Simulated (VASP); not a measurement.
Crystal: CaTi.

```
Ca Ti
1.0
     3.52745    0.00000    0.00000
     0.00000    3.52745    0.00000
     0.00000    0.00000    3.52745
Ca Ti
1 1
Direct
  0.00000 0.00000 0.00000
  0.50000 0.50000 0.50000
```

* Program: VASP 6.6.1
* Task: relaxation of cell and atoms
* Functional: r2SCAN
* Potentials or basis: VASP PAW PBE potentials, release 64 (Ca_sv, Ti_sv)
* Cutoff: 600 eV
* k mesh: 6 × 6 × 6
* Occupations: gaussian, width 0.1 eV
* Spin: no spin polarisation

At the start: pressure 10.8 GPa; volume 21.95 Å³/atom.

Task: How do energy, volume and symmetry change on relaxing?

Result: Over 3 steps the energy falls by 135.4 meV/atom and the volume is 26.52 Å³/atom (+20.8 %); space group Pm-3m (No. 221, to 0.1 Å) before and after.

The path:
| step | energy change (eV) | largest force (eV/Å) | pressure (GPa) | volume (Å³) |
| --- | --- | --- | --- | --- |
| 1 | 0.0000 | 0.0000 | 10.80 | 43.89 |
| 2 | -0.2690 | 0.0000 | -0.67 | 53.98 |
| 3 | -0.2707 | 0.0000 | 0.05 | 53.03 |

Final structure:
```xyz
2
Lattice="3.7571 0.0000 0.0000 0.0000 3.7571 0.0000 0.0000 0.0000 3.7571" Properties=species:S:1:pos:R:3 pbc="T T T"
Ca    0.0000    0.0000    0.0000
Ti    1.8786    1.8786    1.8786
```

Caveat: the volume moved by over 15 % at a fixed basis, so the end points are rough; the PAW data sets were made with another functional, which shifts forces and pressure a little.
